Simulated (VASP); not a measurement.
# MgO (Fm-3m) in VASP: a series of runs, part 2 of 3

VASP 6.6.1. The steps go on from the part before.

## (4) Single point, PBE

Contents of INCAR:

```
SYSTEM = MgO
ALGO = Normal
EDIFF = 1E-6
ENCUT = 600
GGA = PE
GGA_COMPAT = .False.
ISIF = 2
ISMEAR = -1
LASPH = .True.
LCHARG = .True.
LELF = .True.
LREAL = .False.
LVHAR = .True.
LWAVE = .False.
NBANDS = 11
NELM = 120
PREC = Accurate
SIGMA = 0.1
```

Contents of KPOINTS:

```
k-points
0
Gamma
  8 8 8
  0 0 0
```

Contents of POSCAR:

```
MgO
1.0
    0.0000000000      2.1110000000      2.1110000000
    2.1110000000      0.0000000000      2.1110000000
    2.1110000000      2.1110000000      0.0000000000
Mg O
1 1
Direct
    0.0000000000      0.0000000000      0.0000000000
    0.5000000000      0.5000000000      0.5000000000
```

Potentials or basis: VASP PAW PBE potentials, release 64 (Mg, O).

Launch:

```
$ cat potpaw_PBE.64/Mg/POTCAR potpaw_PBE.64/O/POTCAR > POTCAR
$ mpirun -np 1 vasp_std > vasp.out
```

OUTCAR:

```text
SYSTEM = MgO
   EDIFF = 1E-6
   ENCUT = 600
   GGA = PE
   ISIF = 2
   ISMEAR = -1
   LASPH = .True.
   LREAL = .False.
   NELM = 120
   PREC = Accurate

 ion  position               nearest neighbor table
   1  0.000  0.000  0.000-   2 2.11   2 2.11   2 2.11   2 2.11   2 2.11   2 2.11
   2  0.500  0.500  0.500-   1 2.11   1 2.11   1 2.11   1 2.11   1 2.11   1 2.11

  LATTYP: Found a face centered cubic cell.
 ALAT       =     4.2220000000

  Lattice vectors:

 A1 = (   0.0000000000,   2.1110000000,   2.1110000000)
 A2 = (   2.1110000000,   0.0000000000,   2.1110000000)
 A3 = (   2.1110000000,   2.1110000000,   0.0000000000)

Analysis of symmetry for initial positions (statically):
=====================================================================
 Subroutine PRICEL returns:
 Original cell was already a primitive cell.

 Routine SETGRP: Setting up the symmetry group for a
 face centered cubic supercell.

 Subroutine GETGRP returns: Found 48 space group operations
 (whereof 48 operations were pure point group operations)
 out of a pool of 48 trial point group operations.

The static configuration has the point symmetry O_h .

Analysis of symmetry for dynamics (positions and initial velocities):
=====================================================================
 Subroutine PRICEL returns:
 Original cell was already a primitive cell.

 Routine SETGRP: Setting up the symmetry group for a
 face centered cubic supercell.

 Subroutine GETGRP returns: Found 48 space group operations
 (whereof 48 operations were pure point group operations)
 out of a pool of 48 trial point group operations.

The dynamic configuration has the point symmetry O_h .

 Subroutine INISYM returns: Found 48 space group operations
 (whereof 48 operations are pure point group operations),
 and found     1 'primitive' translations

----------------------------------------------------------------------------------------

                                     Primitive cell

  volume of cell :      18.8146

  direct lattice vectors                    reciprocal lattice vectors
     0.000000000  2.111000000  2.111000000    -0.236854571  0.236854571  0.236854571
     2.111000000  0.000000000  2.111000000     0.236854571 -0.236854571  0.236854571
     2.111000000  2.111000000  0.000000000     0.236854571  0.236854571 -0.236854571

  length of vectors
     2.985404830  2.985404830  2.985404830     0.410244151  0.410244151  0.410244151

  position of ions in fractional coordinates (direct lattice)
     0.000000000  0.000000000  0.000000000
     0.500000000  0.500000000  0.500000000

  ion indices of the primitive-cell ions
   primitive index   ion index
                 1           1
                 2           2

----------------------------------------------------------------------------------------

 KPOINTS: k-points

Automatic generation of k-mesh.
 Grid dimensions read from file:
 generate k-points for:    8    8    8

 Generating k-lattice:

  Cartesian coordinates                     Fractional coordinates (reciprocal lattice)
    -0.029606821  0.029606821  0.029606821     0.125000000  0.000000000  0.000000000
     0.029606821 -0.029606821  0.029606821     0.000000000  0.125000000  0.000000000
     0.029606821  0.029606821 -0.029606821     0.000000000  0.000000000  0.125000000

  Length of vectors
     0.051280519  0.051280519  0.051280519

  Shift w.r.t. Gamma in fractional coordinates (k-lattice)
     0.000000000  0.000000000  0.000000000

 Subroutine IBZKPT returns following result:
 ===========================================

 Found     29 irreducible k-points:

 Following reciprocal coordinates:
            Coordinates               Weight
  0.000000  0.000000  0.000000      1.000000
  0.125000  0.000000  0.000000      8.000000
  0.250000  0.000000  0.000000      8.000000
  0.375000  0.000000  0.000000      8.000000
  0.500000  0.000000  0.000000      4.000000
  0.125000  0.125000  0.000000      6.000000
[... 16 lines left out ...]
  0.500000  0.250000  0.125000     48.000000
 -0.375000  0.250000  0.125000     24.000000
 [... further k-points ...]
   k-points           NKPTS =     29   k-points in BZ     NKDIM =     29   number of bands    NBANDS=     11
   number of dos      NEDOS =    301   number of ions     NIONS =      2
   total plane-waves  NPLWV =  13824
   dimension x,y,z NGX =    24 NGY =   24 NGZ =   24
   dimension x,y,z NGXF=    48 NGYF=   48 NGZF=   48
   ions per type =               1   1
   NGX,Y,Z   is equivalent  to a cutoff of  13.36, 13.36, 13.36 a.u.
   NGXF,Y,Z  is equivalent  to a cutoff of  26.73, 26.73, 26.73 a.u.
 SYSTEM =  MgO
   PREC   = accura    normal or accurate (medium, high low for compatibility)
   ISTART =      0    job   : 0-new  1-cont  2-samecut
   ICHARG =      2    charge: 1-file 2-atom 10-const
   ISPIN  =      1    spin polarized calculation?
   LNONCOLLINEAR =      F non collinear calculations
   LSORBIT =      F    spin-orbit coupling
   LASPH  =      T    aspherical Exc in radial PAW
   ENCUT  =  600.0 eV  44.10 Ry    6.64 a.u.   5.96  5.96  5.96*2*pi/ulx,y,z
   NELM   =    120;   NELMIN=  2; NELMDL= -5     # of ELM steps
   EDIFF  = 0.1E-05   stopping-criterion for ELM
   LREAL  =      F    real-space projection
   EDIFFG = 0.1E-04   stopping-criterion for IOM
   NSW    =      0    number of steps for IOM
   IBRION =     -1    ionic relax: 0-MD 1-quasi-New 2-CG
   NFREE  =      0    steps in history (QN), initial steepest desc. (CG)
   ISIF   =      2    stress and relaxation
   ISYM   =      2    0-nonsym 1-usesym 2-fastsym
   POTIM  = 0.5000    time-step for ionic-motion
   TEBEG  =    0.0;   TEEND  =   0.0 temperature during run
   PSTRESS=    0.0 pullay stress
   NELECT =       8.0000    total number of electrons
   NUPDOWN=      -1.0000    fix difference up-down
   EMIN   =  10.00;   EMAX   =-10.00  energy-range for DOS
   EFERMI =   0.00;   METHOD = LEGACY
   ISMEAR =    -1;   SIGMA  =   0.10  broadening in eV -4-tet -1-fermi 0-gaus
   EFERMI_NEDOS =   21; number of points for ismear=-14 and -15
   IALGO  =     38    algorithm
   IMIX   =      4    mixing-type and parameters
     AMIX     =   0.40;   BMIX     =  1.00
     AMIX_MAG =   1.60;   BMIX_MAG =  1.00
  volume/ion in A,a.u.               =       9.41        63.48
  Fermi-wavevector in a.u.,A,eV,Ry     =   1.231043  2.326334 20.619182  1.515467
  Thomas-Fermi vector in A             =   2.365868
   LORBIT       =      0    0 simple, 1 ext, 2 COOP (PROOUT), +10 PAW based schemes
   GGA     = PE    functional components
   LHFCALC =     F    Hartree Fock is set to
   AEXX    =    0.0000 exact exchange contribution
   IVDW    =     0    specifies the selected vdW correction
   LEPSILON=     F    determine dielectric tensor
   LRPA    =     F    only Hartree local field effects (RPA)
 non-spin polarized calculation
  energy-cutoff  :      600.00
  volume of cell :       18.81
 maximum number of plane-waves:       638
   NGX = 11   NGY = 11   NGZ = 11

 number of electron       8.0000005 magnetization

 Free energy of the ion-electron system (eV)
  ---------------------------------------------------
  ext. energy  EPLUGINS =         0.00000000
  ---------------------------------------------------
  free energy    TOTEN  =       -11.91182454 eV

  energy without entropy =      -11.91182454  energy(sigma->0) =      -11.91182454

 E-fermi :   5.2492     XC(G=0): -11.0448

 val. band max:        3.1322127731   @ k =   0.0000   0.0000   0.0000
 cond. band min:       7.7913532897   @ k =   0.0000   0.0000   0.0000
 fundamental gap:      4.6591405166
 Fermi energy:         5.2491804686

 k-point     1 :       0.0000    0.0000    0.0000
  band No.  band energies     occupation
      1     -14.0942      2.00000
      2       3.1322      2.00000
      3       3.1322      2.00000
      4       3.1322      2.00000
      5       7.7914      0.00000
      6      18.8943      0.00000
      7      18.8943      0.00000
      8      18.8943      0.00000
      9      22.7912      0.00000
     10      24.5585      0.00000
     11      24.5585      0.00000
[... 309 lines left out ...]
 k-point    24 :      -0.3750    0.2500    0.1250
  band No.  band energies     occupation
      1     -12.6797      2.00000
      2      -0.8397      2.00000
      3       1.2139      2.00000
      4       2.1553      2.00000
      5      12.7554      0.00000
      6      15.2632      0.00000
      7      16.5492      0.00000
      8      19.9450      0.00000
      9      23.5767      0.00000
     10      25.1161      0.00000
     11      29.1807      0.00000

 [... further k-points ...]
[... 5 lines left out ...]
  --------------------------------------------------------------------------------------
  -------------------------------------------------------------------------------------
  Total        0.2964835      0.2964835      0.2964835      0.0000000     -0.0000000      0.0000000
  in kB       25.2473895     25.2473895     25.2473895      0.0000000     -0.0000000      0.0000000
  external PRESSURE =      25.2473895 kB  Pullay stress =       0.0000000 kB

 VOLUME and BASIS-vectors are now :
 -----------------------------------------------------------------------------
  energy-cutoff  :      600.00
  volume of cell :       18.81
      direct lattice vectors                 reciprocal lattice vectors
     0.000000000  2.111000000  2.111000000    -0.236854571  0.236854571  0.236854571
     2.111000000  0.000000000  2.111000000     0.236854571 -0.236854571  0.236854571
     2.111000000  2.111000000  0.000000000     0.236854571  0.236854571 -0.236854571

 POSITION                                       TOTAL-FORCE (eV/Angst)
 -----------------------------------------------------------------------------------
      0.00000      0.00000      0.00000        -0.000000     -0.000000     -0.000000
      2.11100      2.11100      2.11100         0.000000      0.000000      0.000000
 -----------------------------------------------------------------------------------
    total drift:                               -0.000000     -0.000000      0.000000

  FREE ENERGIE OF THE ION-ELECTRON SYSTEM (eV)
  ---------------------------------------------------
  free  energy   TOTEN  =       -11.9118245395 eV

  energy  without entropy=      -11.9118245394  energy(sigma->0) =      -11.91182454
```

OSZICAR:

```text
N       E                     dE             d eps       ncg     rms          rms(c)
DAV:   1     0.187685505709E+02    0.18769E+02   -0.50153E+03   718   0.730E+02
DAV:   2    -0.128064699068E+02   -0.31575E+02   -0.30761E+02   733   0.147E+02
DAV:   3    -0.134673642121E+02   -0.66089E+00   -0.66040E+00   770   0.188E+01
DAV:   4    -0.134690250768E+02   -0.16609E-02   -0.16608E-02   698   0.104E+00
DAV:   5    -0.134690306239E+02   -0.55472E-05   -0.55471E-05   752   0.591E-02    0.721E+00
DAV:   6    -0.119301368183E+02    0.15389E+01   -0.88238E+00   665   0.163E+01    0.224E+00
DAV:   7    -0.119177256816E+02    0.12411E-01   -0.54630E-02   695   0.214E+00    0.135E+00
DAV:   8    -0.119122023460E+02    0.55233E-02   -0.28508E-02   668   0.191E+00    0.239E-01
DAV:   9    -0.119118380755E+02    0.36427E-03   -0.52551E-04   722   0.163E-01    0.137E-01
DAV:  10    -0.119118227005E+02    0.15375E-04   -0.48959E-04   698   0.169E-01    0.810E-03
DAV:  11    -0.119118246022E+02   -0.19017E-05   -0.25267E-06   725   0.134E-02    0.565E-03
DAV:  12    -0.119118245395E+02    0.62682E-07   -0.60380E-07   379   0.621E-03
   1 F= -.11911825E+02 E0= -.11911825E+02  d E =-.805768E-10
```

stdout:

```text
POSCAR found type information on POSCAR MgO
 POSCAR found :  2 types and       2 ions
 scaLAPACK will be used
 LDA part: xc-table for (Slater+PW92), standard interpolation
 POSCAR, INCAR and KPOINTS ok, starting setup
 FFT: planning ... GRIDC
 FFT: planning ... GRID_SOFT
 FFT: planning ... GRID
 WAVECAR not read
 entering main loop
```

Wall time 10 s (1 thread of Intel Xeon 8259CL, shared host); peak memory 0.14 GiB.

Results:

* Free energy: -11.9118 eV
* Pressure: 2.5 GPa
* Band gap on the k mesh: 4.66 eV, direct

(Part 2 of 3 ends here.)
